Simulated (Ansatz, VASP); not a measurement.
# Na3Cl2 in VASP and in Ansatz

Contents of INCAR:

```
SYSTEM = Na3Cl2
  ALGO = Normal
  EDIFF = 1E-6
  EDIFFG = -0.04
  ENCUT = 600
  GGA = PE
  IBRION = 2
  ISIF = 3
  ISMEAR = 0
  LASPH = .TRUE.
  LCHARG = .FALSE.
  LREAL = .FALSE.
  LWAVE = .FALSE.
  NELM = 60
  NSW = 90
  PREC = Accurate
  SIGMA = 0.1
```

Contents of KPOINTS:

```
k-points
0
G
  2 2 4
  0 0 0
```

Contents of POSCAR:

```
Na3Cl2
1.0
    7.9127995470      0.0000000000      0.0000000000
    0.0000000000      7.9127995470      0.0000000000
    0.0000000000      0.0000000000      4.1779581608
Na Cl
6 4
Direct
    0.0000000000      0.0000000000      0.0000000000
    0.5000000000      0.5000000000      0.0000000000
    0.1768000000      0.6768000000      0.5000000000
    0.3232000000      0.1768000000      0.5000000000
    0.8232000000      0.3232000000      0.5000000000
    0.6768000000      0.8232000000      0.5000000000
    0.3827000000      0.8827000000      0.0000000000
    0.1173000000      0.3827000000      0.0000000000
    0.6173000000      0.1173000000      0.0000000000
    0.8827000000      0.6173000000      0.0000000000
```

Input for Ansatz:

```yaml
crystal:
  lattice:
    - [7.912799547, 0.0, 0.0]
    - [0.0, 7.912799547, 0.0]
    - [0.0, 0.0, 4.1779581608]
  atoms:
    - { symbol: Na, position: [0.0, 0.0, 0.0] }
    - { symbol: Na, position: [0.5, 0.5, 0.0] }
    - { symbol: Na, position: [0.1768, 0.6768, 0.5] }
    - { symbol: Na, position: [0.3232, 0.1768, 0.5] }
    - { symbol: Na, position: [0.8232, 0.3232, 0.5] }
    - { symbol: Na, position: [0.6768, 0.8232, 0.5] }
    - { symbol: Cl, position: [0.3827, 0.8827, 0.0] }
    - { symbol: Cl, position: [0.1173, 0.3827, 0.0] }
    - { symbol: Cl, position: [0.6173, 0.1173, 0.0] }
    - { symbol: Cl, position: [0.8827, 0.6173, 0.0] }
basis:
  ecutwfc: 420
kpoints:
  mp_grid: { grid: [2, 2, 4] }
hamiltonian:
  xc: pbe
scf:
  occupations: { method: gaussian, width: 0.1 }
  lower_state_search: "off"
output:
  forces: true
  stress: true
  eigenvalues: true
relax:
  adjacent_minimum: "off"
  f_tol: 0.04
  max_steps: 70
  cell: { stress_tol: 0.4 }
```

Alike in both runs: task relaxation of cell and atoms; functional PBE; k mesh 2 × 2 × 4; occupations gaussian, width 0.1 eV; no spin polarisation.

```csv
,VASP,Ansatz
version,VASP 6.6.1,Ansatz 0.2.0
potentials or method,"VASP PAW PBE potentials, release 64 (Na_pv, Cl), cutoff 600 eV","scalar-relativistic, plane waves, PAW"
valence electrons in the cell,70,82
```

|  | VASP | Ansatz | Ansatz less VASP |
| --- | --- | --- | --- |
| gap on the k mesh at the Fermi level, each at its own relaxed structure (eV) | none | none | - |
| relaxed volume (Å³/atom) | 26.07 | 25.55 | -0.522 |
| relaxed length of the cell vector where the two differ most in proportion (Å) | 4.031 | 3.965 | -0.0654 |

A gap of «none» marks a metal or a gap that the smearing closes. VASP's potentials hold 70 valence electrons a cell and Ansatz's 82, so a difference there can come from the potentials and not from the codes.

The k mesh is coarse, so the values compare programs but aren't converged.
